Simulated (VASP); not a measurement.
A run of VASP 6.6.1:

INCAR

```
SYSTEM = Ti2In
ALGO = Normal
EDIFF = 1E-6
ENCUT = 520
GGA = PE
ISIF = 2
ISMEAR = 0
LASPH = .True.
LCHARG = .False.
LREAL = .False.
LWAVE = .False.
NBANDS = 26
NELM = 60
PREC = Accurate
SIGMA = 0.1
```

The input KPOINTS:

```
k-points
0
Gamma
  6 6 4
  0 0 0
```

POSCAR

```
Ti2In
1.0
    3.7193847200      0.0000000000      0.0000000000
   -1.8596923600      3.2210816600      0.0000000000
    0.0000000000      0.0000000000      4.4384073500
Ti In
2 1
Direct
    0.3333333300      0.6666666700      0.5000000000
    0.6666666700      0.3333333300      0.5000000000
    0.0000000000      0.0000000000      0.5000000000
```

Potentials or basis: VASP PAW PBE potentials, release 64 (Ti_sv, In_d).

Launch:

```console
$ cat potpaw_PBE.64/Ti_sv/POTCAR potpaw_PBE.64/In_d/POTCAR > POTCAR
$ mpirun -np 1 vasp_std > vasp.out
```

Hardware: 1 thread of AMD EPYC 9R45 96-Core Processor (Zen 5), on a shared host.

Question: How long does it take, and how much memory?

Answer: It took 19 s on 1 thread of AMD EPYC 9R45 96-Core Processor (Zen 5), on a shared host, peak memory 0.15 GiB. Counts: scf iterations 15, k points 21.
